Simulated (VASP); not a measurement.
Wanted: the native input for a VASP 6.6.1 run.

* Task: single point
* Functional: PBEsol
* Potentials or basis: VASP PAW PBE potentials, release 64 (Cd, Te)
* Cutoff: 520 eV
* k mesh: 8 × 8 × 8
* Occupations: gaussian, width 0.02 eV
* Spin: non-collinear spin, zero start, spin-orbit coupling
* Starting moments: [[0.0, 0.0, 0.0], [0.0, 0.0, 0.0]] μB
* Dipole correction: no
* Further INCAR settings: ALGO = Normal; EDIFF = 1e-06; NBANDS = 30

The structure of CdTe lies in POSCAR:

```
CdTe
1.0
    0.0000000000      3.2446714369      3.2446714369
    3.2446714369      0.0000000000      3.2446714369
    3.2446714369      3.2446714369      0.0000000000
Cd Te
1 1
Direct
    0.0000000000      0.0000000000      0.0000000000
    0.2500000000      0.2500000000      0.2500000000
```

These files were run (other wordings do the same):

INCAR

```
PREC = Accurate
ENCUT = 520
EDIFF = 1E-6
ISMEAR = 0
SIGMA = 0.02
LREAL = F
LASPH = T
NELM = 150
ALGO = Normal
ISIF = 2
LWAVE = F
LCHARG = T
MAGMOM = 0 0 0 0 0 0
LORBIT = 11
LSORBIT = T
GGA_COMPAT = F
LORBMOM = T
GGA = PS
LVHAR = T
NBANDS = 30
```

KPOINTS

```
regular mesh
0
Gamma
  8 8 8
```

Potentials or basis: VASP PAW PBE potentials, release 64 (Cd, Te).

Command:

```console
$ cat potpaw_PBE.64/Cd/POTCAR potpaw_PBE.64/Te/POTCAR > POTCAR
$ mpirun -np 1 vasp_ncl > vasp.out
```

Results of the run:

```
Pressure                                              : 0.2 GPa
Net moment                                            : 0.00 μB per cell
Valence electrons inside the program's atomic spheres : Cd 10.32; Te 3.42
```

Caveat: the PAW data sets were made with another functional, which shifts forces and pressure a little.

Run time: 3 min on 1 thread of Intel(R) Xeon(R) Platinum 8259CL CPU @ 2.50GHz (Skylake/Cascade Lake) (shared host), peak memory 0.45 GiB.
